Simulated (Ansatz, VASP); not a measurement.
# One calculation of SnO2, two programs

```
Sn O
1.0
     4.49077    0.00000    0.00000
     0.00000    4.49132    0.00000
     0.00000    0.00000    3.03399
Sn O
2 4
Cartesian
  2.2454 2.2457 1.5170
  0.0000 0.0000 0.0000
  1.3741 1.5498 0.0000
  3.6195 0.6958 1.5170
  0.8713 3.7955 1.5170
  3.1167 2.9415 0.0000
```

Alike in both runs: task single point; functional LDA; k mesh 6 × 6 × 8; occupations gaussian, width 0.05 eV; no spin polarisation.

|  | VASP | Ansatz |
| --- | --- | --- |
| version | VASP 6.6.1 | Ansatz 0.2.0 |
| potentials or method | VASP PAW LDA potentials, release 64 (Sn_d, O), cutoff 520 eV | scalar-relativistic, plane waves, PAW |
| valence electrons in the cell | 52 | 52 |

|  | VASP | Ansatz | Ansatz less VASP |
| --- | --- | --- | --- |
| gap on the k mesh at the Fermi level (eV) | 3.39 | 3.35 | -0.037 |
| least direct gap on the mesh (eV) | 3.39 | 3.35 | -0.037 |
| rms of the force components (eV/Å) | 2.644 | 2.610 | -0.0341 |

LDA's correlation is that of Perdew and Zunger in VASP and of Perdew and Wang (1992) in Ansatz. Atom by atom the forces differ by 0.034 eV/Å (rms over components).
